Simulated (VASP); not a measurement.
**RbBr: single point with PBEsol**

Crystal: RbBr.

```
Rb Br
1.0
     0.00000    3.22540    3.87048
     3.22540    0.00000    3.87048
     3.22540    3.22540    0.00000
Rb Br
1 1
Direct
  0.00000 0.00000 0.00000
  0.50000 0.50000 0.50000
```

This cell differs from its parent crystal: ratio of the length along z to the lengths across it x 1.2, volume and fractional coordinates fixed.

| Item | Value |
| --- | --- |
| Program | VASP 6.6.1 |
| Task | single point |
| Functional | PBEsol |
| Potentials or basis | VASP PAW PBE potentials, release 64 (Rb_sv, Br) |
| Cutoff | 520 eV |
| k mesh | 6 × 6 × 6 |
| Occupations | gaussian, width 0.05 eV |
| Spin | no spin polarisation |
| Dipole correction | no |
| Further INCAR settings | ALGO = Normal; EDIFF = 1e-06; NBANDS = 15 |

```
Pressure               : 1.3 GPa
Band gap on the k mesh : 4.08 eV
```

Stress tensor (GPa, compression positive):
```
 2.70  0.00  0.00
 0.00  2.70  0.00
 0.00  0.00 -1.45
```

Levels at points of the mesh, in eV from the valence-band top:
```
           k point  band 4  band 5  band 6  band 7  band 8  band 9  band 10  band 11  band 12  band 13
(0.00, 0.00, 0.00)   -8.50   -8.50   -0.19    0.00    0.00    4.08     6.44     7.58     7.58     7.79
(0.50, 0.00, 0.00)   -8.46   -8.34   -1.17   -0.51   -0.48    6.54     7.38     9.41     9.57     9.60
(0.50, 0.50, 0.00)   -8.53   -8.53   -0.72   -0.09   -0.09    5.50     6.94     8.36     8.90     9.47
(0.50, 0.00, 0.50)   -8.67   -8.53   -0.41   -0.32   -0.22    5.43     7.05     9.10     9.35     9.41
```

Wall time 66 s on 1 thread of Intel Xeon 8259CL, on a shared host, peak memory 0.24 GiB.

Caveat: the PAW data sets were made with another functional, which shifts forces and pressure a little.
